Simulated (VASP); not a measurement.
Here is a VASP 6.6.1 calculation.

Contents of INCAR:

```
PREC = Accurate ; ENCUT = 520
EDIFF = 1E-6 ; ISMEAR = 0
SIGMA = 0.1 ; LREAL = F
LASPH = T ; NELM = 150
ALGO = Normal ; ISIF = 2
LWAVE = F ; LCHARG = F
ISPIN = 2 ; MAGMOM = 0 0 -0.31 -0.31 0 0
LORBIT = 11 ; LMAXMIX = 4
GGA = PS ; NBANDS = 37
```

Contents of KPOINTS:

```
regular mesh
0
Gamma
  6 6 4
```

The input POSCAR:

```
ScCoC
1.0
    3.4261184261      0.0000000000      0.0000000000
    0.0000000000      3.4261184261      0.0000000000
    0.0000000000      0.0000000000      6.6674110763
Sc Co C
2 2 2
Direct
    0.0000000000      0.0000000000      0.7500000000
    0.0000000000      0.0000000000      0.2500000000
    0.5000000000      0.5000000000      0.0000000000
    0.5000000000      0.5000000000      0.5000000000
    0.5000000000      0.0000000000      0.5000000000
    0.0000000000      0.5000000000      0.0000000000
```

Potentials or basis: VASP PAW PBE potentials, release 64 (Sc_sv, Co, C).

Run with:

```bash
$ cat potpaw_PBE.64/Sc_sv/POTCAR potpaw_PBE.64/Co/POTCAR potpaw_PBE.64/C/POTCAR > POTCAR
$ mpirun -np 1 vasp_std > vasp.out
```

**Question.** Predict the pressure.

**Answer.** 0.0 GPa.

**Question.** What does it give for the net moment?

**Answer.** -0.39 μB per cell.

**Question.** What does it give for the site moments?

**Answer.** Sc +0.02; Co -0.23; C +0.00 μB.

Stress tensor (GPa, compression positive):
```
  7.44   0.00   0.00
  0.00   7.44   0.00
  0.00   0.00 -14.81
```

Caveat: the PAW data sets were made with another functional, which shifts forces and pressure a little.
